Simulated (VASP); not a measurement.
Here is a VASP 6.6.1 calculation.

The input INCAR:

```
SYSTEM = AgCl
PREC = Accurate
ENCUT = 520
EDIFF = 1E-6
ISMEAR = 0
SIGMA = 0.01
LREAL = .False.
LASPH = .True.
NELM = 100
ALGO = Normal
ISIF = 2
LWAVE = .False.
LCHARG = .False.
GGA = PS
NBANDS = 16
```

KPOINTS

```
regular mesh
0
Gamma
  4 4 4
  0 0 0
```

Contents of POSCAR:

```
AgCl
1.0
    0.0000000000      2.9932461729      2.9932461729
    2.9932461729      0.0000000000      2.9932461729
    2.9932461729      2.9932461729      0.0000000000
Ag Cl
1 1
Direct
    0.0000000000      0.0000000000      0.0000000000
    0.2500000000      0.2500000000      0.2500000000
```

Potentials or basis: VASP PAW PBE potentials, release 64 (Ag, Cl).

The run is started by

```console
$ cat potpaw_PBE.64/Ag/POTCAR potpaw_PBE.64/Cl/POTCAR > POTCAR
$ mpirun -np 1 vasp_std > vasp.out
```

**Question.** Estimate the pressure.

**Answer.** -1.7 GPa.

**Question.** What does it give for the band gap on the k mesh?

**Answer.** 1.10 eV, direct.

Caveat: the k points lie up to 0.45 Å⁻¹ apart; the PAW data sets were made with another functional, which shifts forces and pressure a little. PBEsol gaps usually lie below the measured ones, often by a third to a half.
